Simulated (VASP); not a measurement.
# MgO (P6_3/mmc) in VASP: a series of runs, part 2 of 2

VASP 6.6.1. The steps go on from the part before.

## (4) Single point, PBE

The input, INCAR:

```
PREC = Accurate
ENCUT = 600
EDIFF = 1E-6
ISMEAR = 0
SIGMA = 0.01
LREAL = False
LASPH = True
NELM = 120
ALGO = Normal
ISIF = 2
LWAVE = False
LCHARG = True
GGA = PE
LELF = True
LVHAR = True
NBANDS = 16
GGA_COMPAT = False
```

The input, KPOINTS:

```
Automatic mesh
0
Gamma
  6 6 4
```

The input, POSCAR:

```
MgO
1.0
    3.4840796084      0.0000000000      0.0000000000
   -1.7420398042      3.0173014497      0.0000000000
    0.0000000000      0.0000000000      4.1853171300
Mg O
2 2
Direct
    0.6666666667      0.3333333333      0.7500000000
    0.3333333333      0.6666666667      0.2500000000
    0.6666666667      0.3333333333      0.2500000000
    0.3333333333      0.6666666667      0.7500000000
```

Potentials or basis: VASP PAW PBE potentials, release 64 (Mg, O).

The run is started by

```bash
$ cat potpaw_PBE.64/Mg/POTCAR potpaw_PBE.64/O/POTCAR > POTCAR
$ mpirun -np 1 vasp_std > vasp.out
```

OUTCAR:

```text
PREC = Accurate
   ENCUT = 600
   EDIFF = 1E-6
   ISMEAR = 0
   LREAL = False
   LASPH = True
   NELM = 120
   ISIF = 2
   GGA = PE

 ion  position               nearest neighbor table
   1  0.667  0.333  0.750-   4 2.01   4 2.01   4 2.01   3 2.09   3 2.09   2 2.90   2 2.90   2 2.90
                             2 2.90   2 2.90   2 2.90
   2  0.333  0.667  0.250-   3 2.01   3 2.01   3 2.01   4 2.09   4 2.09   1 2.90   1 2.90   1 2.90
                             1 2.90   1 2.90   1 2.90
   3  0.667  0.333  0.250-   2 2.01   2 2.01   2 2.01   1 2.09   1 2.09
   4  0.333  0.667  0.750-   1 2.01   1 2.01   1 2.01   2 2.09   2 2.09

  LATTYP: Found a hexagonal cell.
 ALAT       =     3.4840796084
 C/A-ratio  =     1.2012690869

  Lattice vectors:

 A1 = (   3.4840796084,   0.0000000000,   0.0000000000)
 A2 = (  -1.7420398042,   3.0173014497,   0.0000000000)
 A3 = (   0.0000000000,   0.0000000000,   4.1853171300)

Analysis of symmetry for initial positions (statically):
=====================================================================
 Subroutine PRICEL returns:
 Original cell was already a primitive cell.

 Routine SETGRP: Setting up the symmetry group for a
 hexagonal supercell.

 Subroutine GETGRP returns: Found 24 space group operations
 (whereof 12 operations were pure point group operations)
 out of a pool of 24 trial point group operations.

The static configuration has the point symmetry D_3d.
 The point group associated with its full space group is D_6h.

Analysis of symmetry for dynamics (positions and initial velocities):
=====================================================================
 Subroutine PRICEL returns:
 Original cell was already a primitive cell.

 Routine SETGRP: Setting up the symmetry group for a
 hexagonal supercell.

 Subroutine GETGRP returns: Found 24 space group operations
 (whereof 12 operations were pure point group operations)
 out of a pool of 24 trial point group operations.

The dynamic configuration has the point symmetry D_3d.
 The point group associated with its full space group is D_6h.

 Subroutine INISYM returns: Found 24 space group operations
 (whereof 12 operations are pure point group operations),
 and found     1 'primitive' translations

----------------------------------------------------------------------------------------

                                     Primitive cell

  volume of cell :      43.9982

  direct lattice vectors                    reciprocal lattice vectors
     3.484079608  0.000000000  0.000000000     0.287019848  0.165710987  0.000000000
    -1.742039804  3.017301450  0.000000000     0.000000000  0.331421973  0.000000000
     0.000000000  0.000000000  4.185317130     0.000000000  0.000000000  0.238930520

  length of vectors
     3.484079608  3.484079608  4.185317130     0.331421973  0.331421973  0.238930520

  position of ions in fractional coordinates (direct lattice)
     0.666666667  0.333333333  0.750000000
     0.333333333  0.666666667  0.250000000
     0.666666667  0.333333333  0.250000000
     0.333333333  0.666666667  0.750000000

  ion indices of the primitive-cell ions
[... 29 lines left out ...]

 Found     21 irreducible k-points:

 Following reciprocal coordinates:
            Coordinates               Weight
  0.000000  0.000000  0.000000      1.000000
  0.166667  0.000000  0.000000      6.000000
  0.333333 -0.000000  0.000000      6.000000
  0.500000  0.000000  0.000000      3.000000
  0.166667  0.166667  0.000000      6.000000
  0.333333  0.166667  0.000000     12.000000
[... 13 lines left out ...]
  0.333333  0.166667  0.500000     12.000000
  0.333333  0.333333  0.500000      2.000000
   k-points           NKPTS =     21   k-points in BZ     NKDIM =     21   number of bands    NBANDS=     16
   number of dos      NEDOS =    301   number of ions     NIONS =      4
   total plane-waves  NPLWV =  28224
   dimension x,y,z NGX =    28 NGY =   28 NGZ =   36
   dimension x,y,z NGXF=    56 NGYF=   56 NGZF=   72
   ions per type =               2   2
   NGX,Y,Z   is equivalent  to a cutoff of  13.36, 13.36, 14.30 a.u.
   NGXF,Y,Z  is equivalent  to a cutoff of  26.72, 26.72, 28.60 a.u.
 SYSTEM =  unknown system
   PREC   = accura    normal or accurate (medium, high low for compatibility)
   ISTART =      0    job   : 0-new  1-cont  2-samecut
   ICHARG =      2    charge: 1-file 2-atom 10-const
   ISPIN  =      1    spin polarized calculation?
   LNONCOLLINEAR =      F non collinear calculations
   LSORBIT =      F    spin-orbit coupling
   LASPH  =      T    aspherical Exc in radial PAW
   ENCUT  =  600.0 eV  44.10 Ry    6.64 a.u.   6.96  6.96  8.36*2*pi/ulx,y,z
   NELM   =    120;   NELMIN=  2; NELMDL= -5     # of ELM steps
   EDIFF  = 0.1E-05   stopping-criterion for ELM
   LREAL  =      F    real-space projection
   EDIFFG = 0.1E-04   stopping-criterion for IOM
   NSW    =      0    number of steps for IOM
   IBRION =     -1    ionic relax: 0-MD 1-quasi-New 2-CG
   NFREE  =      0    steps in history (QN), initial steepest desc. (CG)
   ISIF   =      2    stress and relaxation
   ISYM   =      2    0-nonsym 1-usesym 2-fastsym
   POTIM  = 0.5000    time-step for ionic-motion
   TEBEG  =    0.0;   TEEND  =   0.0 temperature during run
   PSTRESS=    0.0 pullay stress
   NELECT =      16.0000    total number of electrons
   NUPDOWN=      -1.0000    fix difference up-down
   EMIN   =  10.00;   EMAX   =-10.00  energy-range for DOS
   EFERMI =   0.00;   METHOD = LEGACY
   ISMEAR =     0;   SIGMA  =   0.01  broadening in eV -4-tet -1-fermi 0-gaus
   EFERMI_NEDOS =   21; number of points for ismear=-14 and -15
   IALGO  =     38    algorithm
   IMIX   =      4    mixing-type and parameters
     AMIX     =   0.40;   BMIX     =  1.00
     AMIX_MAG =   1.60;   BMIX_MAG =  1.00
  volume/ion in A,a.u.               =      11.00        74.23
  Fermi-wavevector in a.u.,A,eV,Ry     =   1.168521  2.208184 18.577951  1.365441
  Thomas-Fermi vector in A             =   2.305006
   LORBIT       =      0    0 simple, 1 ext, 2 COOP (PROOUT), +10 PAW based schemes
   GGA     = PE    functional components
   LHFCALC =     F    Hartree Fock is set to
   AEXX    =    0.0000 exact exchange contribution
   IVDW    =     0    specifies the selected vdW correction
   LEPSILON=     F    determine dielectric tensor
   LRPA    =     F    only Hartree local field effects (RPA)
 non-spin polarized calculation
 Gauss-broadening in eV      SIGMA  =   0.01
  energy-cutoff  :      600.00
  volume of cell :       44.00
 maximum number of plane-waves:      1479
 NGX is ok and might be reduce to    28
   NGX = 13   NGY = 13   NGZ = 17

 number of electron      15.9999999 magnetization

 Free energy of the ion-electron system (eV)
  ---------------------------------------------------
  ext. energy  EPLUGINS =         0.00000000
  ---------------------------------------------------
  free energy    TOTEN  =       -23.66438921 eV

  energy without entropy =      -23.66438921  energy(sigma->0) =      -23.66438921

 E-fermi :   2.0790     XC(G=0): -10.0725

 val. band max:        2.0064294268   @ k =   0.0000   0.0000   0.0000
 cond. band min:       5.4418270529   @ k =   0.0000   0.0000   0.0000
 fundamental gap:      3.4353976261
 Fermi energy:         2.0790346665

 k-point     1 :       0.0000    0.0000    0.0000
  band No.  band energies     occupation
      1     -14.9328      2.00000
      2     -13.5381      2.00000
      3      -1.6423      2.00000
      4       0.2707      2.00000
      5       0.2707      2.00000
      6       1.1965      2.00000
[... 376 lines left out ...]
      3      -1.5917      2.00000
      4      -1.5917      2.00000
      5      -0.4800      2.00000
      6      -0.4800      2.00000
[... 8 lines left out ...]
     15      19.5332      0.00000
     16      19.5332      0.00000

------------------------ aborting loop because EDIFF is reached ----------------------------------------

  FORCE on cell =-STRESS in cart. coord.  units (eV):
  Direction    XX          YY          ZZ          XY          YZ          ZX
  --------------------------------------------------------------------------------------
  -------------------------------------------------------------------------------------
  Total        0.9925140      0.9925140      1.1216332     -0.0000000      0.0000000      0.0000000
  in kB       36.1419930     36.1419930     40.8438153     -0.0000000      0.0000000      0.0000000
  external PRESSURE =      37.7092671 kB  Pullay stress =       0.0000000 kB

 VOLUME and BASIS-vectors are now :
 -----------------------------------------------------------------------------
  energy-cutoff  :      600.00
  volume of cell :       44.00
      direct lattice vectors                 reciprocal lattice vectors
     3.484079608  0.000000000  0.000000000     0.287019848  0.165710987  0.000000000
    -1.742039804  3.017301450  0.000000000     0.000000000  0.331421973  0.000000000
     0.000000000  0.000000000  4.185317130     0.000000000  0.000000000  0.238930520

 POSITION                                       TOTAL-FORCE (eV/Angst)
 -----------------------------------------------------------------------------------
      1.74204      1.00577      3.13899         0.000000      0.000000      0.000000
     -0.00000      2.01153      1.04633         0.000000      0.000000      0.000000
      1.74204      1.00577      1.04633         0.000000     -0.000000      0.000000
     -0.00000      2.01153      3.13899        -0.000000      0.000000      0.000000
 -----------------------------------------------------------------------------------
    total drift:                                0.000000     -0.000000      0.000000

  FREE ENERGIE OF THE ION-ELECTRON SYSTEM (eV)
  ---------------------------------------------------
  free  energy   TOTEN  =       -23.6643892060 eV

  energy  without entropy=      -23.6643892060  energy(sigma->0) =      -23.66438921
```

OSZICAR:

```text
N       E                     dE             d eps       ncg     rms          rms(c)
DAV:   1     0.695534648937E+02    0.69553E+02   -0.82084E+03   672   0.101E+03
DAV:   2    -0.233594756724E+02   -0.92913E+02   -0.85774E+02   960   0.207E+02
DAV:   3    -0.276521191138E+02   -0.42926E+01   -0.42818E+01   760   0.459E+01
DAV:   4    -0.276701569007E+02   -0.18038E-01   -0.18037E-01   800   0.343E+00
DAV:   5    -0.276702488510E+02   -0.91950E-04   -0.91950E-04   760   0.237E-01    0.112E+01
DAV:   6    -0.237296889190E+02    0.39406E+01   -0.10356E+01   680   0.250E+01    0.355E+00
DAV:   7    -0.236820717639E+02    0.47617E-01   -0.14836E-01   680   0.313E+00    0.213E+00
DAV:   8    -0.236661893464E+02    0.15882E-01   -0.94656E-02   696   0.331E+00    0.518E-01
DAV:   9    -0.236634943124E+02    0.26950E-02   -0.62404E-03   832   0.717E-01    0.117E-01
DAV:  10    -0.236643717847E+02   -0.87747E-03   -0.90161E-04   680   0.205E-01    0.345E-02
DAV:  11    -0.236643908795E+02   -0.19095E-04   -0.22823E-05   728   0.355E-02    0.212E-02
DAV:  12    -0.236643893471E+02    0.15324E-05   -0.10909E-05   688   0.269E-02    0.336E-03
DAV:  13    -0.236643892060E+02    0.14104E-06   -0.77716E-07   544   0.677E-03
   1 F= -.23664389E+02 E0= -.23664389E+02  d E =-.500194E-27
```

stdout:

```text
POSCAR found type information on POSCAR MgO
 POSCAR found :  2 types and       4 ions
 scaLAPACK will be used
 LDA part: xc-table for (Slater+PW92), standard interpolation
 POSCAR, INCAR and KPOINTS ok, starting setup
 FFT: planning ... GRIDC
 FFT: planning ... GRID_SOFT
 FFT: planning ... GRID
 WAVECAR not read
 entering main loop
```

Wall time 13 s (1 thread of Intel Xeon Platinum 8488C (Sapphire Rapids), shared host); peak memory 0.17 GiB.

What came out:

* Free energy: -23.6644 eV
* Pressure: 3.8 GPa
* Band gap on the k mesh: 3.44 eV

Stress tensor (GPa, compression positive):
```
3.61 0.00 0.00
0.00 3.61 0.00
0.00 0.00 4.08
```

Caveat: the cell stands under pressure.

## (5) Single point, PBE

The input, INCAR:

```
  PREC = Accurate
  ENCUT = 600
  EDIFF = 1E-6
  ISMEAR = -1
  SIGMA = 0.05
  LREAL = F
  LASPH = T
  NELM = 120
  ALGO = Normal
  ISIF = 2
  LWAVE = F
  LCHARG = F
  GGA = PE
  NBANDS = 16
  GGA_COMPAT = F
```

The input, KPOINTS:

```
regular mesh
0
Gamma
  6 6 4
```

POSCAR is that of step 4.

The run is started by

```bash
$ cat potpaw_PBE.64/Mg/POTCAR potpaw_PBE.64/O/POTCAR > POTCAR
$ mpirun -np 1 vasp_std > vasp.out
```

Wall time 13 s (1 thread of Intel Xeon Platinum 8488C (Sapphire Rapids), shared host); peak memory 0.17 GiB.

The run converged. Its results:

- Free energy: -23.6644 eV
- Pressure: 3.8 GPa
- Band gap on the k mesh: 3.44 eV

Stress tensor (GPa, compression positive):
```
3.61 0.00 0.00
0.00 3.61 0.00
0.00 0.00 4.08
```

Levels at points of the mesh, in eV from the valence-band top:
```csv
k point,band 4,band 5,band 6,band 7,band 8,band 9,band 10,band 11,band 12,band 13
"(0.00, 0.00, 0.00)",-1.74,-1.74,-0.81,-0.81,0.00,3.44,9.48,12.24,12.56,12.56
"(0.50, 0.00, 0.00)",-2.37,-2.34,-1.97,-1.30,-0.53,7.00,9.08,9.85,12.11,12.98
"(0.00, 0.00, 0.50)",-2.43,-1.29,-1.29,-1.29,-1.29,6.47,6.47,12.92,12.92,12.92
"(0.50, 0.00, 0.50)",-3.88,-1.54,-1.54,-0.82,-0.82,7.33,7.33,11.97,11.97,14.11
```

Caveat: the cell stands under pressure.

## (6) Single point, PBE

The input, INCAR:

```
SYSTEM = MgO
PREC     = Accurate       ! precision mode
ENCUT    = 600            ! plane-wave cutoff, eV
EDIFF    = 1E-6           ! SCF threshold, eV
ISMEAR   = 1              ! smearing method
SIGMA    = 0.2            ! smearing width, eV
LREAL    = .FALSE.        ! projectors in reciprocal space
LASPH    = .TRUE.         ! aspherical terms in the spheres
NELM     = 120            ! most SCF steps
ALGO     = Normal         ! electronic algorithm
ISIF     = 2              ! what is computed and relaxed
LWAVE    = .FALSE.        ! write WAVECAR
LCHARG   = .FALSE.        ! write CHGCAR
GGA      = PE             ! functional
NBANDS   = 16             ! bands
GGA_COMPAT= .FALSE.
```

The input, KPOINTS:

```
Automatic mesh
0
G
  6 6 4
  0 0 0
```

POSCAR is that of step 5.

Potentials or basis: VASP PAW PBE potentials, release 64 (Mg, O).

The run is started by

```bash
$ cat potpaw_PBE.64/Mg/POTCAR potpaw_PBE.64/O/POTCAR > POTCAR
$ mpirun -np 1 vasp_std > vasp.out
```

Wall time 12 s (1 thread of Intel Xeon Platinum 8488C (Sapphire Rapids), shared host); peak memory 0.17 GiB.

Results (log left out):

```
Free energy            : -23.6642 eV
Pressure               : 3.8 GPa
Band gap on the k mesh : 3.44 eV
```

Stress tensor (GPa, compression positive):
```
3.61 0.00 0.00
0.00 3.61 0.00
0.00 0.00 4.08
```

Levels at points of the mesh, in eV from the valence-band top:
```csv
k point,band 6,band 7,band 8,band 9,band 10,band 11
"(0.00, 0.00, 0.00)",-0.81,-0.81,0.00,3.44,9.48,12.24
"(0.50, 0.00, 0.00)",-1.97,-1.30,-0.53,7.00,9.08,9.85
"(0.00, 0.00, 0.50)",-1.29,-1.29,-1.29,6.47,6.47,12.92
"(0.50, 0.00, 0.50)",-1.54,-0.82,-0.82,7.33,7.33,11.97
```

Caveat: the cell stands under pressure.

## (7) Summary

| k mesh | smearing | gap on the mesh (eV) | pressure (GPa) |
| --- | --- | --- | --- |
| 2 × 2 × 2 | gaussian 0.01 eV | 3.41 | 3.9 |
| 3 × 3 × 3 | gaussian 0.01 eV | 3.43 | 3.8 |
| 6 × 6 × 4 | gaussian 0.01 eV | 3.44 | 3.8 |
| 6 × 6 × 4 | fermi-dirac 0.05 eV | 3.44 | 3.8 |
| 6 × 6 × 4 | methfessel-paxton 0.2 eV | 3.44 | 3.8 |

Alike in all rows: task single point; level PBE; potentials or basis VASP PAW PBE potentials, release 64 (Mg, O); no spin polarisation; cell as given; cutoff (eV) 600.

Caveats: some runs use coarse meshes; the cell stands under pressure (at least some runs).

Absolute energies hang on the potentials; compare differences alone.
